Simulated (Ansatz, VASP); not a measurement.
**SiO2: VASP beside Ansatz**

```xyz
12
Lattice="5.0814 0.0000 0.0000 0.0000 5.0814 0.0000 0.0000 0.0000 7.0944" Properties=species:S:1:pos:R:3 pbc="T T T"
Si    3.5863    3.5863    3.5472
Si    4.0358    1.0456    5.3208
Si    1.0456    4.0358    1.7736
Si    1.4951    1.4951    0.0000
O     4.6025    3.8566    2.3083
O     0.4789    1.2248    5.8555
O     3.8566    4.6025    4.7861
O     1.3159    3.0196    0.5347
O     1.2248    0.4789    1.2389
O     2.0618    3.7655    3.0125
O     3.0196    1.3159    6.5597
O     3.7655    2.0618    4.0819
```

Alike in both runs: functional PBE; k mesh 6 × 6 × 4; no spin polarisation.

Ansatz relaxed the structure, and its values are those at the end. VASP's run is a single point on that final structure, the one shown.

|  | VASP | Ansatz |
| --- | --- | --- |
| version | VASP 6.6.1 | Ansatz 0.2.0 |
| potentials or method | VASP PAW PBE potentials, release 64 (Si, O), cutoff 520 eV | plane-wave PAW DFT |
| occupations | gaussian, width 0.01 eV | fixed |
| valence electrons in the cell | 64 | 64 |

|  | VASP | Ansatz | Ansatz less VASP |
| --- | --- | --- | --- |
| pressure (GPa) | 0.0 | 0.0 | -0.03 |
| rms of the force components (eV/Å) | 0.009 | 0.000 | -0.0091 |
